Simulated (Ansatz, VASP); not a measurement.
Two plane-wave programs on Rh

The input INCAR:

```
SYSTEM = Rh
PREC = Accurate ; ENCUT = 520
EDIFF = 1E-6 ; ISMEAR = -1
SIGMA = 0.1 ; LREAL = .FALSE.
LASPH = .TRUE. ; NELM = 100
ALGO = Normal ; ISIF = 2
LWAVE = .FALSE. ; LCHARG = .FALSE.
GGA = B5 ; ALDAX = 1.0
AGGAX = 1.0 ; AGGAC = 1.0
ALDAC = 0.0 ; NBANDS = 22
```

KPOINTS

```
Automatic mesh
0
G
  14 14 13
  0 0 0
```

POSCAR

```
Rh
1.0
   -2.8167076200      3.2439011105      1.3926657145
    3.2439011105     -2.8167076200      1.3926657145
    1.9847239906      1.9847239906     -0.6102600544
Rh
2
Direct
    0.0101195011      0.9898804989      0.0000000000
    0.7398804989      0.2601195011      0.5000000000
```

Input for Ansatz:

```yaml
crystal:
  lattice:
    - [-2.81670762, 3.2439011105, 1.3926657145]
    - [3.2439011105, -2.81670762, 1.3926657145]
    - [1.9847239906, 1.9847239906, -0.6102600544]
  atoms:
    - { symbol: Rh, position: [0.0101195011, 0.9898804989, 0.0] }
    - { symbol: Rh, position: [0.7398804989, 0.2601195011, 0.5] }
hamiltonian:
  xc: blyp
  pseudopotentials:
    kind: paw
    azcp:
      Rh: "pseudopotentials/Rh.paw.azcp"
basis:
  ecutwfc: 420
  fft_grid_basis: typed
kpoints:
  mp_grid: { grid: [14, 14, 13], shift: [0, 0, 0] }
magnetization:
  spin_polarized: false
scf:
  occupations: { method: fermi_dirac, width: 0.1 }
  lower_state_search: "off"
output:
  stress: true
```

Alike in both runs: task single point; functional BLYP; k mesh 14 × 14 × 13; occupations fermi-dirac, width 0.1 eV; no spin polarisation.

```csv
,VASP,Ansatz
version,VASP 6.6.1,Ansatz 0.2.0
potentials or method,"VASP PAW PBE potentials, release 64 (Rh_pv), cutoff 520 eV","plane waves (420 eV) with PAW, scalar-relativistic"
valence electrons in the cell,30,34
```

```csv
,VASP,Ansatz,Ansatz less VASP
pressure (GPa),-15.9,-16.2,-0.35
"traceless stress, the component that is largest in VASP (GPa)",1.72,1.79,+0.075
```

VASP's potentials were made for PBE, not for BLYP. VASP's potentials hold 30 valence electrons a cell and Ansatz's 34, so a difference there can come from the potentials and not from the codes.
